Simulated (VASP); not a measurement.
# MoS2 (P-3m1) in VASP: a series of runs

The runs below take MoS2 through single point, with PBEsol.

Everything below comes from runs of VASP 6.6.1. Logs are shortened: lines on timing, memory, paths and dates and some standing lists are left out, and cuts for length are marked.

### 1 The cell of the first run

Symmetry: P-3m1, No. 164, trigonal system. Conventional cell: a = 3.162 Å, b = 3.162 Å, c = 6.184 Å, α = 90.00°, β = 90.00°, γ = 120.00°. Within 3.1 Å of Mo (site symmetry -3m) lie 6 S at 2.37 Å. Within 3.1 Å of S (site symmetry 3m) lie 3 Mo at 2.37 Å.

### 2 Single point, PBEsol

Contents of INCAR:

```
ALGO = Normal
EDIFF = 1E-6
ENCUT = 520
GGA = PS
ISIF = 2
ISMEAR = 0
LASPH = T
LCHARG = F
LREAL = F
LWAVE = F
NBANDS = 20
NELM = 60
PREC = Accurate
SIGMA = 0.1
```

Contents of KPOINTS:

```
k-points
0
Gamma
  8 8 4
```

Contents of POSCAR:

```
MoS2
1.0
    3.1615794493      0.0000000000      0.0000000000
   -1.5807897247      2.7380081204      0.0000000000
    0.0000000000      0.0000000000      6.1836112739
Mo S
1 2
Direct
    0.0000000000      0.0000000000      0.5000000000
    0.3333333333      0.6666666667      0.2553193200
    0.6666666667      0.3333333333      0.7446806800
```

Potentials or basis: VASP PAW PBE potentials, release 64 (Mo_sv, S).

The run is started by

```console
> cat potpaw_PBE.64/Mo_sv/POTCAR potpaw_PBE.64/S/POTCAR > POTCAR
> mpirun -np 1 vasp_std > vasp.out
```

OUTCAR:

```text
EDIFF = 1E-6
   ENCUT = 520
   GGA = PS
   ISIF = 2
   ISMEAR = 0
   LASPH = T
   LREAL = F
   NELM = 60
   PREC = Accurate

 ion  position               nearest neighbor table
   1  0.000  0.000  0.500-   2 2.37   3 2.37   3 2.37   2 2.37   3 2.37   2 2.37
   2  0.333  0.667  0.255-   1 2.37   1 2.37   1 2.37
   3  0.667  0.333  0.745-   1 2.37   1 2.37   1 2.37

  LATTYP: Found a hexagonal cell.
 ALAT       =     3.1615794493
 C/A-ratio  =     1.9558614209

  Lattice vectors:

 A1 = (   3.1615794493,   0.0000000000,   0.0000000000)
 A2 = (  -1.5807897247,   2.7380081204,   0.0000000000)
 A3 = (   0.0000000000,   0.0000000000,   6.1836112739)

Analysis of symmetry for initial positions (statically):
=====================================================================
 Subroutine PRICEL returns:
 Original cell was already a primitive cell.

 Routine SETGRP: Setting up the symmetry group for a
 hexagonal supercell.

 Subroutine GETGRP returns: Found 12 space group operations
 (whereof 12 operations were pure point group operations)
 out of a pool of 24 trial point group operations.

The static configuration has the point symmetry D_3d.

Analysis of symmetry for dynamics (positions and initial velocities):
=====================================================================
 Subroutine PRICEL returns:
 Original cell was already a primitive cell.

 Routine SETGRP: Setting up the symmetry group for a
 hexagonal supercell.

 Subroutine GETGRP returns: Found 12 space group operations
 (whereof 12 operations were pure point group operations)
 out of a pool of 24 trial point group operations.

The dynamic configuration has the point symmetry D_3d.

 Subroutine INISYM returns: Found 12 space group operations
 (whereof 12 operations are pure point group operations),
 and found     1 'primitive' translations

----------------------------------------------------------------------------------------

                                     Primitive cell

  volume of cell :      53.5280

  direct lattice vectors                    reciprocal lattice vectors
     3.161579449  0.000000000  0.000000000     0.316297603  0.182614506  0.000000000
    -1.580789725  2.738008120  0.000000000     0.000000000  0.365229012  0.000000000
     0.000000000  0.000000000  6.183611274     0.000000000  0.000000000  0.161717798

  length of vectors
     3.161579449  3.161579450  6.183611274     0.365229012  0.365229012  0.161717798

  position of ions in fractional coordinates (direct lattice)
[... 81 lines left out ...]
   EDIFF  = 0.1E-05   stopping-criterion for ELM
   LREAL  =      F    real-space projection
   EDIFFG = 0.1E-04   stopping-criterion for IOM
   NSW    =      0    number of steps for IOM
   IBRION =     -1    ionic relax: 0-MD 1-quasi-New 2-CG
   NFREE  =      0    steps in history (QN), initial steepest desc. (CG)
   ISIF   =      2    stress and relaxation
   ISYM   =      2    0-nonsym 1-usesym 2-fastsym
   POTIM  = 0.5000    time-step for ionic-motion
   TEBEG  =    0.0;   TEEND  =   0.0 temperature during run
   PSTRESS=    0.0 pullay stress
   NELECT =      26.0000    total number of electrons
   NUPDOWN=      -1.0000    fix difference up-down
   EMIN   =  10.00;   EMAX   =-10.00  energy-range for DOS
   EFERMI =   0.00;   METHOD = LEGACY
   ISMEAR =     0;   SIGMA  =   0.10  broadening in eV -4-tet -1-fermi 0-gaus
   EFERMI_NEDOS =   21; number of points for ismear=-14 and -15
   IALGO  =     38    algorithm
   IMIX   =      4    mixing-type and parameters
     AMIX     =   0.40;   BMIX     =  1.00
     AMIX_MAG =   1.60;   BMIX_MAG =  1.00
  volume/ion in A,a.u.               =      17.84       120.41
  Fermi-wavevector in a.u.,A,eV,Ry     =   1.286883  2.431856 22.532159  1.656067
  Thomas-Fermi vector in A             =   2.418930
   LORBIT       =      0    0 simple, 1 ext, 2 COOP (PROOUT), +10 PAW based schemes
   GGA     = PS    functional components
   LHFCALC =     F    Hartree Fock is set to
   AEXX    =    0.0000 exact exchange contribution
   IVDW    =     0    specifies the selected vdW correction
   LEPSILON=     F    determine dielectric tensor
   LRPA    =     F    only Hartree local field effects (RPA)
 non-spin polarized calculation
 Gauss-broadening in eV      SIGMA  =   0.10
  energy-cutoff  :      520.00
  volume of cell :       53.53
 maximum number of plane-waves:      1456
 NGX is ok and might be reduce to    24
   NGX = 11   NGY = 11   NGZ = 23

 number of electron      25.9999998 magnetization

 Free energy of the ion-electron system (eV)
  ---------------------------------------------------
  ext. energy  EPLUGINS =         0.00000000
  ---------------------------------------------------
  free energy    TOTEN  =       -22.54394543 eV

  energy without entropy =      -22.53646543  energy(sigma->0) =      -22.54020543

 E-fermi :   7.6191     XC(G=0): -10.9281

 val. band max:        7.6033282002   @ k =   0.0000   0.0000   0.5000
 cond. band min:       7.6709881633   @ k =   0.1250   0.0000   0.0000
 fundamental gap:      0.0676599632
 Fermi energy:         7.6190672412

 k-point     1 :       0.0000    0.0000    0.0000
  band No.  band energies     occupation
      1     -54.0251      2.00000
      2     -28.1516      2.00000
      3     -28.0544      2.00000
      4     -28.0544      2.00000
      5      -7.6103      2.00000
      6      -5.9537      2.00000
[... 541 lines left out ...]
     19      15.1699      0.00000
     20      16.5956      0.00000

 [... further k-points ...]

------------------------ aborting loop because EDIFF is reached ----------------------------------------

  FORCE on cell =-STRESS in cart. coord.  units (eV):
  Direction    XX          YY          ZZ          XY          YZ          ZX
  --------------------------------------------------------------------------------------
  -------------------------------------------------------------------------------------
  Total        1.3714068      1.3714068      2.8559164     -0.0000000     -0.0000000     -0.0000000
  in kB       41.0483664     41.0483664     85.4820756     -0.0000000     -0.0000000     -0.0000000
  external PRESSURE =      55.8596028 kB  Pullay stress =       0.0000000 kB

 VOLUME and BASIS-vectors are now :
 -----------------------------------------------------------------------------
  energy-cutoff  :      520.00
  volume of cell :       53.53
      direct lattice vectors                 reciprocal lattice vectors
     3.161579449  0.000000000  0.000000000     0.316297603  0.182614506  0.000000000
    -1.580789725  2.738008120  0.000000000     0.000000000  0.365229012  0.000000000
     0.000000000  0.000000000  6.183611274     0.000000000  0.000000000  0.161717798

 POSITION                                       TOTAL-FORCE (eV/Angst)
 -----------------------------------------------------------------------------------
      0.00000      0.00000      3.09181        -0.000000      0.000000      0.000000
     -0.00000      1.82534      1.57880        -0.000000      0.000000     -1.078004
      1.58079      0.91267      4.60482         0.000000      0.000000      1.078004
 -----------------------------------------------------------------------------------
    total drift:                                0.000000     -0.000000      0.000000

  FREE ENERGIE OF THE ION-ELECTRON SYSTEM (eV)
  ---------------------------------------------------
  free  energy   TOTEN  =       -22.5439454348 eV

  energy  without entropy=      -22.5364654262  energy(sigma->0) =      -22.54020543
```

OSZICAR:

```text
N       E                     dE             d eps       ncg     rms          rms(c)
DAV:   1     0.204105072208E+03    0.20411E+03   -0.15045E+04  1432   0.124E+03
DAV:   2    -0.163896569134E+02   -0.22049E+03   -0.21485E+03  1724   0.327E+02
DAV:   3    -0.239371738362E+02   -0.75475E+01   -0.74582E+01  1700   0.583E+01
DAV:   4    -0.240278259854E+02   -0.90652E-01   -0.90550E-01  1724   0.676E+00
DAV:   5    -0.240291662187E+02   -0.13402E-02   -0.13401E-02  1692   0.790E-01    0.269E+01
DAV:   6    -0.229728306610E+02    0.10563E+01   -0.11935E+01  1464   0.198E+01    0.971E+00
DAV:   7    -0.227167580398E+02    0.25607E+00   -0.52851E+00  1444   0.123E+01    0.684E+00
DAV:   8    -0.225440633671E+02    0.17269E+00   -0.85564E-01  1532   0.519E+00    0.183E+00
DAV:   9    -0.225455402767E+02   -0.14769E-02   -0.33648E-02  1648   0.109E+00    0.688E-01
DAV:  10    -0.225439975464E+02    0.15427E-02   -0.12999E-02  1560   0.725E-01    0.109E-01
DAV:  11    -0.225439522827E+02    0.45264E-04   -0.88001E-04  1616   0.203E-01    0.611E-02
DAV:  12    -0.225439368027E+02    0.15480E-04   -0.52887E-05  1600   0.424E-02    0.154E-02
DAV:  13    -0.225439455659E+02   -0.87632E-05   -0.15570E-05  1520   0.213E-02    0.948E-03
DAV:  14    -0.225439454348E+02    0.13111E-06   -0.21172E-06  1248   0.894E-03
   1 F= -.22543945E+02 E0= -.22540205E+02  d E =-.748001E-02
```

stdout:

```text
POSCAR found type information on POSCAR MoS
 POSCAR found :  2 types and       3 ions
 scaLAPACK will be used
 -----------------------------------------------------------------------------
|                                                                             |
|                                                                             |
|     You enforced a specific xc type in the INCAR file but a different       |
|     I HOPE YOU KNOW WHAT YOU ARE DOING!                                     |
|                                                                             |
 -----------------------------------------------------------------------------

 LDA part: xc-table for (Slater+PW92), standard interpolation
 POSCAR, INCAR and KPOINTS ok, starting setup
 FFT: planning ... GRIDC
 FFT: planning ... GRID_SOFT
 FFT: planning ... GRID
 WAVECAR not read
 entering main loop
```

Wall time 45 s (1 thread of Intel Xeon 8259CL, shared host); peak memory 0.18 GiB.

Results:

* Free energy: -22.5439 eV
* Pressure: 5.6 GPa
* Largest force: 1.078 eV/Å
* Band gap on the k mesh: zero (band 13 reaches 7.82 eV, above the bottom of band 14 at 7.30 eV)

Forces on the atoms (eV/Å):
```
Mo   0.000  0.000  0.000
S    0.000  0.000 -1.078
S    0.000  0.000  1.078
```

Stress tensor (GPa, compression positive):
```
4.10 0.00 0.00
0.00 4.10 0.00
0.00 0.00 8.55
```

Caveat: the PAW data sets were made with another functional, which shifts forces and pressure a little; this functional lacks dispersion, which binds the layers, so the pressure and a relaxed spacing across them are unreliable.

### 3 Single point, PBEsol

This run uses another cell than the first one, of 18.22 Å³/atom, 1.021 times its volume.

Contents of INCAR:

```
SYSTEM = MoS2
PREC = Accurate
ENCUT = 520
EDIFF = 1E-6
ISMEAR = 0
SIGMA = 0.1
LREAL = .FALSE.
LASPH = .TRUE.
NELM = 80
ALGO = Normal
ISIF = 2
LWAVE = .FALSE.
LCHARG = .TRUE.
GGA = PS
LELF = .TRUE.
LVHAR = .TRUE.
NBANDS = 20
```

Contents of KPOINTS:

```
regular mesh
0
G
  8 8 4
  0 0 0
```

Contents of POSCAR:

```
MoS2
1.0
    3.1838448269      0.0000000000      0.0000000000
   -1.5919224135      2.7572905030      0.0000000000
    0.0000000000      0.0000000000      6.2271592669
Mo S
1 2
Direct
    0.0000000000      0.0000000000      0.5000000000
    0.3333333333      0.6666666667      0.2553193200
    0.6666666667      0.3333333333      0.7446806800
```

Potentials or basis: VASP PAW PBE potentials, release 64 (Mo_sv, S).

The run is started by

```console
> cat potpaw_PBE.64/Mo_sv/POTCAR potpaw_PBE.64/S/POTCAR > POTCAR
> mpirun -np 1 vasp_std > vasp.out
```

It took 50 s on 1 thread of Intel Xeon 8259CL, shared host; peak memory 0.19 GiB.

It converged, with:

* Free energy: -22.5721 eV
* Pressure: 2.3 GPa
* Largest force: 0.695 eV/Å
* Band gap on the k mesh: zero (band 13 reaches 7.54 eV, above the bottom of band 14 at 7.01 eV)

Forces on the atoms (eV/Å):
```
Mo   0.000  0.000  0.000
S    0.000  0.000 -0.695
S    0.000  0.000  0.695
```

Stress tensor (GPa, compression positive):
```
0.92 0.00 0.00
0.00 0.92 0.00
0.00 0.00 4.95
```

Levels at points of the mesh, in eV from the Fermi level:
```tsv
k point	band 11	band 12	band 13	band 14	band 15	band 16
(0.00, 0.00, 0.00)	-1.18	-1.02	-1.02	-0.27	-0.27	3.38
(0.50, 0.00, 0.00)	-3.29	-1.80	-1.79	1.03	1.82	3.85
(0.00, 0.00, 0.50)	-1.03	-1.03	-0.34	-0.34	-0.04	3.56
(0.50, 0.00, 0.50)	-2.43	-2.25	-1.63	1.03	1.85	3.48
```

Caveat: the PAW data sets were made with another functional, which shifts forces and pressure a little; this functional lacks dispersion, which binds the layers, so the pressure and a relaxed spacing across them are unreliable.

### 4 Single point, PBEsol

This run uses another cell than the first one, of 18.60 Å³/atom, 1.043 times its volume.

Contents of INCAR:

```
  ALGO = Normal
  EDIFF = 1E-6
  ENCUT = 520
  GGA = PS
  ISIF = 2
  ISMEAR = 0
  LASPH = T
  LCHARG = T
  LELF = T
  LREAL = F
  LVHAR = T
  LWAVE = F
  NBANDS = 20
  NELM = 100
  PREC = Accurate
  SIGMA = 0.1
```

Contents of KPOINTS:

```
k-points
0
Gamma
  8 8 4
```

Contents of POSCAR:

```
MoS2
1.0
    3.2058030714      0.0000000000      0.0000000000
   -1.6029015357      2.7763069005      0.0000000000
    0.0000000000      0.0000000000      6.2701065500
Mo S
1 2
Direct
    0.0000000000      0.0000000000      0.5000000000
    0.3333333333      0.6666666667      0.2553193200
    0.6666666667      0.3333333333      0.7446806800
```

The run is started by

```console
> cat potpaw_PBE.64/Mo_sv/POTCAR potpaw_PBE.64/S/POTCAR > POTCAR
> mpirun -np 1 vasp_std > vasp.out
```

Wall time 56 s (1 thread of Intel Xeon 8259CL, shared host); peak memory 0.19 GiB.

It converged, with:

```yaml
Free_energy: -22.5779 eV
Pressure: -0.7 GPa
Largest_force: 0.341 eV/Å
Band_gap_on_the_k_mesh: zero (band 13 reaches 7.27 eV, above the bottom of band 14 at 6.73 eV)
```

Forces on the atoms (eV/Å):
```
Mo   0.000  0.000  0.000
S    0.000  0.000 -0.341
S    0.000  0.000  0.341
```

Stress tensor (GPa, compression positive):
```
-1.94  0.00  0.00
 0.00 -1.94  0.00
 0.00  0.00  1.71
```

Levels at points of the mesh, in eV from the Fermi level:
| k point | band 11 | band 12 | band 13 | band 14 | band 15 | band 16 |
| --- | --- | --- | --- | --- | --- | --- |
| (0.00, 0.00, 0.00) | -1.13 | -0.99 | -0.99 | -0.29 | -0.29 | 3.29 |
| (0.50, 0.00, 0.00) | -3.24 | -1.78 | -1.77 | 0.98 | 1.77 | 3.75 |
| (0.00, 0.00, 0.50) | -0.99 | -0.99 | -0.36 | -0.36 | -0.06 | 3.46 |
| (0.50, 0.00, 0.50) | -2.42 | -2.18 | -1.62 | 0.98 | 1.79 | 3.39 |

Caveat: the PAW data sets were made with another functional, which shifts forces and pressure a little; this functional lacks dispersion, which binds the layers, so the pressure and a relaxed spacing across them are unreliable.

### 5 Summary

| cell | gap on the mesh (eV) | pressure (GPa) | largest force (eV/Å) |
| --- | --- | --- | --- |
| a = 3.162, b = 3.162, c = 6.184 Å, angles 90.0, 90.0, 120.0°, 3 atoms | none | 5.6 | 1.08 |
| a = 3.184, b = 3.184, c = 6.227 Å, angles 90.0, 90.0, 120.0°, 3 atoms | none | 2.3 | 0.70 |
| a = 3.206, b = 3.206, c = 6.270 Å, angles 90.0, 90.0, 120.0°, 3 atoms | none | -0.7 | 0.34 |

Alike in all rows: task single point; level PBEsol; potentials or basis VASP PAW PBE potentials, release 64 (Mo_sv, S); no spin polarisation; k mesh 8 × 8 × 4; cutoff (eV) 520; smearing gaussian 0.1 eV.

Caveats: the PAW data sets were made with another functional, which shifts forces and pressure a little; this functional lacks dispersion, which binds the layers, so the pressure and a relaxed spacing across them are unreliable.

Total energies depend on the potentials used, so only differences within one code and one set of settings carry meaning.
